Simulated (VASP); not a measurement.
Wanted: the native input for a VASP 6.6.1 run.

```
Task                   : single point
Functional             : PBE
Potentials or basis    : VASP PAW PBE potentials, release 64 (Li_sv)
Cutoff                 : 750 eV
k mesh                 : 17 × 17 × 17
Occupations            : fermi-dirac, width 0.1 eV
Spin                   : no spin polarisation
Dipole correction      : no
Further INCAR settings : ALGO = Normal; EDIFF = 1e-06; NBANDS = 8
```

The structure of Li lies in POSCAR:

```
Li
1.0
   -1.6260913688      1.6260913688      1.6260913688
    1.6260913688     -1.6260913688      1.6260913688
    1.6260913688      1.6260913688     -1.6260913688
Li
1
Direct
    0.0000000000      0.0000000000      0.0000000000
```

One way to write it, as run:

INCAR

```
PREC = Accurate ; ENCUT = 750
EDIFF = 1E-6 ; ISMEAR = -1
SIGMA = 0.1 ; LREAL = F
LASPH = T ; NELM = 120
ALGO = Normal ; ISIF = 2
LWAVE = F ; LCHARG = F
GGA = PE ; NBANDS = 8
GGA_COMPAT = F
```

KPOINTS

```
Automatic mesh
0
Gamma
  17 17 17
```

Potentials or basis: VASP PAW PBE potentials, release 64 (Li_sv).

Launch:

```bash
$ cat potpaw_PBE.64/Li_sv/POTCAR > POTCAR
$ mpirun -np 1 vasp_std > vasp.out
```

Results of the run:

* Pressure: 2.8 GPa
* Band gap on the k mesh: zero (an odd number of electrons rules out a gap without spin polarisation)

It took 31 s on 1 thread of Intel Xeon 8259CL (shared host), peak memory 0.16 GiB.
